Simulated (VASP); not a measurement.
Ti: relaxation of cell and atoms with revPBE+D3(BJ)+U

Ti:

```xyz
1
Lattice="-0.0101 2.0699 2.0588 2.0689 0.0093 2.0394 2.0141 1.9958 0.0641" Properties=species:S:1:pos:R:3 pbc="T T T"
Ti    0.1193    0.0191   -0.0072
```

This cell differs from its parent crystal: the cell strained at random.

| Item | Value |
| --- | --- |
| Program | VASP 6.6.1 |
| Task | relaxation of cell and atoms |
| Functional | revPBE |
| Dispersion | D3(BJ) |
| Potentials or basis | VASP PAW PBE potentials, release 64 (Ti_sv) |
| Cutoff | 600 eV |
| k mesh | 8 × 9 × 9 |
| Occupations | gaussian, width 0.1 eV |
| Spin | no spin polarisation |
| Hubbard terms | Ti d U = 8.0 eV |
| Dipole correction | no |
| Further INCAR settings | ALGO = Fast; EDIFF = 1e-06; IBRION = 2; EDIFFG = -0.01; NSW = 60; ISIF = 3 |

| Item | Value |
| --- | --- |
| Relaxed volume | 18.97 Å³/atom |
| Relaxed cell | a = 2.997 Å, b = 2.992 Å, c = 2.991 Å, α = 60.13°, β = 59.95°, γ = 59.94° |
| Space group after relaxing (to 0.1 Å) | Fm-3m (No. 225) |
| Pressure after relaxing | 0.1 GPa |
| Band gap on the k mesh | zero (bands 6 and 7 overlap by 1.47 eV) |
| Dispersion energy per atom | -1.020 eV |

Final structure:
```xyz
1
Lattice="-0.0003 2.1190 2.1195 2.1116 -0.0001 2.1195 2.1114 2.1189 -0.0004" Properties=species:S:1:pos:R:3 pbc="T T T"
Ti    0.1233    2.1411    2.1100
```

Levels at points of the mesh, in eV from the Fermi level:
```csv
k point,band 3,band 4,band 5,band 6,band 7,band 8,band 9,band 10
"(0.00, 0.00, 0.00)",-35.11,-35.11,-6.91,1.05,1.05,1.06,3.42,3.43
"(0.50, 0.00, 0.00)",-35.17,-35.17,-2.71,-0.62,1.34,1.36,3.88,3.91
```

Eigenvalues of the final occupation matrices:
```
    site  spin  trace               eigenvalues
site 1 d     1   0.75  0.08 0.08 0.20 0.20 0.20
site 1 d     2   0.75  0.08 0.08 0.20 0.20 0.20
```

Run time: 14 min on 1 thread of Intel(R) Xeon(R) 6975P-C (Granite Rapids), on a shared host, peak memory 0.31 GiB.

Caveat: the cell differs from its parent crystal (the cell strained at random); the dispersion term is far too large for a dense solid, which distorts pressure and volume; the PAW data sets were made with another functional, which shifts forces and pressure a little; U without spin polarisation on a metal has little footing; the U is typed as a test and isn't derived for this compound. Zero-point motion and thermal expansion aren't in these numbers.
